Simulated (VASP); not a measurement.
# Ni in VASP: single point with PBE

Aim: the single point of Ni with PBE.

All numbers are computed with VASP 6.6.1; they aren't measurements. Logs are shortened: lines on timing, memory, paths and dates and some standing lists are left out, and cuts for length are marked.

## 1. The cell of the first run

The cell holds a sheet with vacuum, 1 atom: a = 2.259 Å, b = 2.259 Å, c = 23.800 Å, α = 90.00°, β = 90.00°, γ = 90.00°.

## 2. Single point, PBE, collinear spin, ferromagnetic start

POSCAR reads:

```
Ni
1.0
    2.2591100000      0.0000000000      0.0000000000
    0.0000000000      2.2591100000      0.0000000000
    0.0000000000      0.0000000000     23.8000000000
Ni
1
Direct
    0.5000000000      0.5000000000      0.2941200000
```

INCAR.step1 reads:

```
SYSTEM = Ni
PREC = Accurate
ENCUT = 520
EDIFF = 1E-6
ISMEAR = -1
SIGMA = 0.05
LREAL = .FALSE.
LASPH = .TRUE.
NELM = 150
ALGO = Normal
ISIF = 2
LWAVE = .FALSE.
LCHARG = .TRUE.
ISPIN = 2
MAGMOM = 1
LMAXMIX = 4
GGA = PE
NBANDS = 15
```

KPOINTS.step1 reads:

```
regular mesh
0
G
  12 12 1
  0 0 0
```

INCAR.step2 reads:

```
SYSTEM = Ni
PREC = Accurate
ENCUT = 520
EDIFF = 1E-6
ISMEAR = -5
SIGMA = 0.05
LREAL = .FALSE.
LASPH = .TRUE.
NELM = 150
ALGO = Normal
ISIF = 2
LWAVE = .FALSE.
LCHARG = .FALSE.
ISPIN = 2
MAGMOM = 1
LORBIT = 11
LMAXMIX = 4
GGA = PE
NBANDS = 15
NEDOS = 2001
ICHARG = 11
```

KPOINTS.step2 reads:

```
regular mesh
0
G
  18 18 1
  0 0 0
```

Potentials or basis: VASP PAW PBE potentials, release 64 (Ni).

Command:

```
> cat potpaw_PBE.64/Ni/POTCAR > POTCAR
> cp INCAR.step1 INCAR
> cp KPOINTS.step1 KPOINTS
> mpirun -np 1 vasp_std > vasp.out
> cp INCAR.step2 INCAR
> cp KPOINTS.step2 KPOINTS
> mpirun -np 1 vasp_std > vasp.out
```

OUTCAR:

```text
SYSTEM = Ni
   PREC = Accurate
   ENCUT = 520
   EDIFF = 1E-6
   ISMEAR = -5
   LREAL = .FALSE.
   LASPH = .TRUE.
   NELM = 150
   ISIF = 2
   ISPIN = 2
   LORBIT = 11
   GGA = PE
   ICHARG = 11

 ion  position               nearest neighbor table
   1  0.500  0.500  0.294-

  LATTYP: Found a simple tetragonal cell.
 ALAT       =     2.2591100000
 C/A-ratio  =    10.5351222384

  Lattice vectors:

 A1 = (   2.2591100000,   0.0000000000,   0.0000000000)
 A2 = (   0.0000000000,   2.2591100000,   0.0000000000)
 A3 = (   0.0000000000,   0.0000000000,  23.8000000000)

Analysis of symmetry for initial positions (statically):
=====================================================================
 Subroutine PRICEL returns:
 Original cell was already a primitive cell.

 Routine SETGRP: Setting up the symmetry group for a
 simple tetragonal supercell.

 Subroutine GETGRP returns: Found 16 space group operations
 (whereof  8 operations were pure point group operations)
 out of a pool of 16 trial point group operations.

The static configuration has the point symmetry C_4v.
 The point group associated with its full space group is D_4h.

Analysis of symmetry for dynamics (positions and initial velocities):
=====================================================================
 Subroutine PRICEL returns:
 Original cell was already a primitive cell.

 Routine SETGRP: Setting up the symmetry group for a
 simple tetragonal supercell.

 Subroutine GETGRP returns: Found 16 space group operations
 (whereof  8 operations were pure point group operations)
 out of a pool of 16 trial point group operations.

The dynamic configuration has the point symmetry C_4v.
 The point group associated with its full space group is D_4h.

Analysis of structural, dynamic, and magnetic symmetry:
=====================================================================
 Subroutine PRICEL returns:
 Original cell was already a primitive cell.

 Routine SETGRP: Setting up the symmetry group for a
 simple tetragonal supercell.

 Subroutine GETGRP returns: Found 16 space group operations
 (whereof  8 operations were pure point group operations)
 out of a pool of 16 trial point group operations.

The overall configuration has the point symmetry C_4v.
 The point group associated with its full space group is D_4h.

 Subroutine INISYM returns: Found 16 space group operations
 (whereof  8 operations are pure point group operations),
 and found     1 'primitive' translations

----------------------------------------------------------------------------------------

                                     Primitive cell

  volume of cell :     121.4652

  direct lattice vectors                    reciprocal lattice vectors
     2.259110000  0.000000000  0.000000000     0.442652195  0.000000000  0.000000000
     0.000000000  2.259110000  0.000000000     0.000000000  0.442652195  0.000000000
     0.000000000  0.000000000 23.800000000     0.000000000  0.000000000  0.042016807

  length of vectors
     2.259110000  2.259110000 23.800000000     0.442652195  0.442652195  0.042016807

  position of ions in fractional coordinates (direct lattice)
     0.500000000  0.500000000  0.294120000

  ion indices of the primitive-cell ions
   primitive index   ion index
                 1           1

----------------------------------------------------------------------------------------

 KPOINTS: regular mesh

Automatic generation of k-mesh.
 Grid dimensions read from file:
 generate k-points for:   18   18    1

 Generating k-lattice:

  Cartesian coordinates                     Fractional coordinates (reciprocal lattice)
     0.024591789  0.000000000  0.000000000     0.055555556  0.000000000  0.000000000
     0.000000000  0.024591789  0.000000000     0.000000000  0.055555556  0.000000000
     0.000000000  0.000000000  0.042016807     0.000000000  0.000000000  1.000000000

  Length of vectors
     0.024591789  0.024591789  0.042016807

  Shift w.r.t. Gamma in fractional coordinates (k-lattice)
     0.000000000  0.000000000  0.000000000

 TETIRR: Found    495 inequivalent tetrahedra from     1944

 Subroutine IBZKPT returns following result:
 ===========================================

 Found     55 irreducible k-points:

 Following reciprocal coordinates:
            Coordinates               Weight
  0.000000  0.000000  0.000000      1.000000
  0.055556  0.000000  0.000000      4.000000
  0.111111  0.000000  0.000000      4.000000
  0.166667  0.000000  0.000000      4.000000
  0.222222  0.000000  0.000000      4.000000
  0.277778  0.000000  0.000000      4.000000
[... 16 lines left out ...]
  0.277778  0.111111  0.000000      8.000000
  0.333333  0.111111  0.000000      8.000000
 [... further k-points ...]
   k-points           NKPTS =     55   k-points in BZ     NKDIM =     55   number of bands    NBANDS=     15
   number of dos      NEDOS =   2001   number of ions     NIONS =      1
   total plane-waves  NPLWV =  58320
   dimension x,y,z NGX =    18 NGY =   18 NGZ =  180
   dimension x,y,z NGXF=    36 NGYF=   36 NGZF=  360
   ions per type =               1
   NGX,Y,Z   is equivalent  to a cutoff of  13.25, 13.25, 12.57 a.u.
   NGXF,Y,Z  is equivalent  to a cutoff of  26.49, 26.49, 25.15 a.u.
 SYSTEM =  Ni
   PREC   = accura    normal or accurate (medium, high low for compatibility)
   ISTART =      0    job   : 0-new  1-cont  2-samecut
   ICHARG =     11    charge: 1-file 2-atom 10-const
   ISPIN  =      2    spin polarized calculation?
   LNONCOLLINEAR =      F non collinear calculations
   LSORBIT =      F    spin-orbit coupling
   LASPH  =      T    aspherical Exc in radial PAW
   ENCUT  =  520.0 eV  38.22 Ry    6.18 a.u.   4.20  4.20 44.25*2*pi/ulx,y,z
   NELM   =    150;   NELMIN=  2; NELMDL=  0     # of ELM steps
   EDIFF  = 0.1E-05   stopping-criterion for ELM
   LREAL  =      F    real-space projection
   EDIFFG = 0.1E-04   stopping-criterion for IOM
   NSW    =      0    number of steps for IOM
   IBRION =     -1    ionic relax: 0-MD 1-quasi-New 2-CG
   NFREE  =      0    steps in history (QN), initial steepest desc. (CG)
   ISIF   =      2    stress and relaxation
   ISYM   =      2    0-nonsym 1-usesym 2-fastsym
   POTIM  = 0.5000    time-step for ionic-motion
   TEBEG  =    0.0;   TEEND  =   0.0 temperature during run
   PSTRESS=    0.0 pullay stress
   NELECT =      10.0000    total number of electrons
   NUPDOWN=      -1.0000    fix difference up-down
   EMIN   =  10.00;   EMAX   =-10.00  energy-range for DOS
   EFERMI =   0.00;   METHOD = LEGACY
   ISMEAR =    -5;   SIGMA  =   0.05  broadening in eV -4-tet -1-fermi 0-gaus
   EFERMI_NEDOS =   21; number of points for ismear=-14 and -15
   IALGO  =     38    algorithm
   IMIX   =      4    mixing-type and parameters
     AMIX     =   0.40;   BMIX     =  1.00
     AMIX_MAG =   1.60;   BMIX_MAG =  1.00
  volume/ion in A,a.u.               =     121.47       819.69
  Fermi-wavevector in a.u.,A,eV,Ry     =   0.712182  1.345829  6.900916  0.507203
  Thomas-Fermi vector in A             =   1.799490
   LORBIT       =     11    0 simple, 1 ext, 2 COOP (PROOUT), +10 PAW based schemes
   GGA     = PE    functional components
   LHFCALC =     F    Hartree Fock is set to
   AEXX    =    0.0000 exact exchange contribution
   IVDW    =     0    specifies the selected vdW correction
   LEPSILON=     F    determine dielectric tensor
   LRPA    =     F    only Hartree local field effects (RPA)
 spin polarized calculation
 Fermi weights with tetrahedron method with Bloechl corrections
  energy-cutoff  :      520.00
  volume of cell :      121.47
 maximum number of plane-waves:      3306
 NGX is ok and might be reduce to    18

 number of electron       9.9999988 magnetization       0.8596373

 Free energy of the ion-electron system (eV)
  ---------------------------------------------------
  ext. energy  EPLUGINS =         0.00000000
  ---------------------------------------------------
  free energy    TOTEN  =        -3.95145259 eV

  energy without entropy =       -3.95145259  energy(sigma->0) =       -3.95145259

 E-fermi :  -3.8793     XC(G=0):  -1.9543

 val. band max:       -3.8807408466   @ k =   0.0556   0.0000   0.0000
 cond. band min:      -3.9149112593   @ k =   0.2778   0.1667   0.0000
 fundamental gap:     -0.0341704127
 Fermi energy:        -3.8793089009

 spin component 1

 k-point     1 :       0.0000    0.0000    0.0000
  band No.  band energies     occupation
      1      -9.7573      1.00000
      2      -7.7270      1.00000
      3      -5.8746      1.00000
      4      -4.7268      1.00000
      5      -4.7268      1.00000
      6      -4.4866      1.00000
      7      -3.1026      0.00000
      8       0.9789      0.00000
      9       1.4361      0.00000
     10       1.5057      0.00000
     11       2.3862      0.00000
     12       2.6181      0.00000
     13       4.0064      0.00000
     14       4.3799      0.00000
[... 401 lines left out ...]
      2      -6.4406      1.00000
      3      -6.0202      1.00000
      4      -5.1276      1.00000
      5      -4.8547      1.00000
      6      -4.4332      0.98775
      7       1.3519      0.00000
      8       4.4454      0.00000
      9       5.1061      0.00000
     10       5.1165      0.00000
     11       6.0122      0.00000
     12       6.0746      0.00000
     13       6.5260      0.00000
     14       7.7006      0.00000
     15       7.9756      0.00000

 [... further k-points ...]

 spin component 2

 k-point     1 :       0.0000    0.0000    0.0000
  band No.  band energies     occupation
      1      -9.6549      1.00000
      2      -7.1020      1.00000
      3      -5.4039      1.00000
      4      -3.6005     -0.34910
      5      -3.6005      0.00000
      6      -3.2925      0.00000
      7      -3.1381      0.00000
      8       0.9447      0.00000
      9       1.3955      0.00000
     10       1.5116      0.00000
     11       2.3572      0.00000
     12       2.6196      0.00000
     13       3.9917      0.00000
     14       4.3765      0.00000
[... 401 lines left out ...]
      2      -5.5426      1.00000
      3      -5.3197      1.00000
      4      -4.5240      1.00000
      5      -3.8085      0.38349
      6      -3.7519     -0.00621
      7       1.4506      0.00000
      8       4.4057      0.00000
      9       5.0852      0.00000
     10       5.1131      0.00000
     11       6.0513      0.00000
     12       6.0567      0.00000
     13       6.6574      0.00000
     14       7.6917      0.00000
     15       7.9708      0.00000

 [... further k-points ...]

------------------------ aborting loop because EDIFF is reached ----------------------------------------

  FORCE on cell =-STRESS in cart. coord.  units (eV):
  Direction    XX          YY          ZZ          XY          YZ          ZX
  --------------------------------------------------------------------------------------
  -------------------------------------------------------------------------------------
  Total        0.2075409      0.2075409      0.1753613      0.0000000      0.0000000      0.0000000
  in kB        2.7375531      2.7375531      2.3130899      0.0000000      0.0000000      0.0000000
  external PRESSURE =       2.5960654 kB  Pullay stress =       0.0000000 kB

 VOLUME and BASIS-vectors are now :
 -----------------------------------------------------------------------------
  energy-cutoff  :      520.00
  volume of cell :      121.47
      direct lattice vectors                 reciprocal lattice vectors
     2.259110000  0.000000000  0.000000000     0.442652195  0.000000000  0.000000000
     0.000000000  2.259110000  0.000000000     0.000000000  0.442652195  0.000000000
     0.000000000  0.000000000 23.800000000     0.000000000  0.000000000  0.042016807

 POSITION                                       TOTAL-FORCE (eV/Angst)
 -----------------------------------------------------------------------------------
      1.12956      1.12956      7.00006         0.000000      0.000000     -0.000000
 -----------------------------------------------------------------------------------
    total drift:                                0.000000     -0.000000      0.000047

  FREE ENERGIE OF THE ION-ELECTRON SYSTEM (eV)
  ---------------------------------------------------
  free  energy   TOTEN  =        -3.9514525924 eV

  energy  without entropy=       -3.9514525924  energy(sigma->0) =       -3.95145259

 total charge

# of ion       s       p       d       tot
------------------------------------------
    1        0.536   0.294   8.332   9.162

 magnetization (x)

# of ion       s       p       d       tot
------------------------------------------
    1        0.007  -0.011   0.879   0.876
```

It took 2.5 min on 1 thread of Intel Xeon Platinum 8488C (Sapphire Rapids), shared host; peak memory 0.34 GiB.

What came out:

```
Net moment                                            : 0.86 μB per cell
Site moments                                          : Ni +0.88 μB
Valence electrons inside the program's atomic spheres : Ni 9.16
```
